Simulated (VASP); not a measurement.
Here is a VASP 6.6.1 calculation.

The input INCAR:

```
ALGO = Fast
EDIFF = 1E-6
EDIFFG = -0.01
ENCUT = 600
GGA = PS
IBRION = 2
ISIF = 3
ISMEAR = 0
LASPH = True
LCHARG = False
LREAL = False
LWAVE = False
NELM = 60
NSW = 80
PREC = Accurate
SIGMA = 0.1
```

File KPOINTS:

```
k-points
0
Gamma
  10 10 10
```

File POSCAR:

```
Hf2Si
1.0
   -3.2753522240      3.2753522240      2.5828233930
    3.2753522240     -3.2753522240      2.5828233930
    3.2753522240      3.2753522240     -2.5828233930
Hf Si
4 2
Direct
    0.8435136200      0.6564863800      0.5000000000
    0.3435136200      0.8435136200      0.1870272400
    0.1564863800      0.3435136200      0.5000000000
    0.6564863800      0.1564863800      0.8129727600
    0.7500000000      0.7500000000      0.0000000000
    0.2500000000      0.2500000000      0.0000000000
```

Potentials or basis: VASP PAW PBE potentials, release 64 (Hf_pv, Si).

The run is started by

```sh
$ cat potpaw_PBE.64/Hf_pv/POTCAR potpaw_PBE.64/Si/POTCAR > POTCAR
$ mpirun -np 1 vasp_std > vasp.out
```

(1) Estimate the relaxed cell.

(2) Predict the band gap on the k mesh.

(3) Estimate the relaxed volume.

(4) What does it give for the space group after relaxing (to 0.1 Å)?

Results:

(1) a = 5.271 Å, b = 5.271 Å, c = 5.271 Å, α = 103.75°, β = 103.75°, γ = 121.64°.

(2) zero (bands 24 and 25 overlap by 0.81 eV).

(3) 18.14 Å³/atom.

(4) I4/mcm (No. 140).

Caveat: the PAW data sets were made with another functional, which shifts forces and pressure a little; spin-orbit coupling is left out, which moves the levels of the heavy elements.
